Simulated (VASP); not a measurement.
A run of VASP 6.6.1:

POSCAR

```
PbF2
1.0
    2.0847423722      1.2036265698      3.4074281284
   -2.0847423722      1.2036265698      3.4074281284
    0.0000000000     -2.4072531396      3.4074281284
Pb F
1 2
Direct
    0.0000000000      0.0000000000      0.0000000000
    0.7500566785      0.7500566785      0.7500566785
    0.2499433215      0.2499433215      0.2499433215
```

File INCAR.step1:

```
PREC = Accurate
ENCUT = 600
ISMEAR = -1
SIGMA = 0.03
LREAL = F
LASPH = T
NELM = 60
GGA = PE
ALGO = Normal
EDIFF = 1E-4
LWAVE = T
LCHARG = F
```

Contents of INCAR.step2:

```
PREC = Accurate
ENCUT = 600
EDIFF = 1E-7
ISMEAR = -1
SIGMA = 0.03
LREAL = F
LASPH = T
NELM = 60
ALGO = Normal
ISIF = 3
LWAVE = F
LCHARG = F
METAGGA = R2SCAN
LMIXTAU = T
LUSE_VDW = T
IVDW_NL = 2
BPARAM = 11.95
CPARAM = 0.0093
IBRION = 2
NSW = 100
EDIFFG = -0.01
ISTART = 1
```

The input KPOINTS:

```
regular mesh
0
Gamma
  8 8 8
```

Potentials or basis: VASP PAW PBE potentials, release 64 (Pb_d, F).

Launch:

```console
$ cat potpaw_PBE.64/Pb_d/POTCAR potpaw_PBE.64/F/POTCAR > POTCAR
$ cp INCAR.step1 INCAR
$ mpirun -np 1 vasp_std > vasp.out
$ cp INCAR.step2 INCAR
$ mpirun -np 1 vasp_std > vasp.out
```

Hardware: 1 thread of Intel Xeon 8259CL, on a shared host.

Question: Estimate the wall time of this run.

Answer: Run time: 10 min on 1 thread of Intel Xeon 8259CL, on a shared host, peak memory 0.44 GiB. Counts: k points 65, ion steps 2.
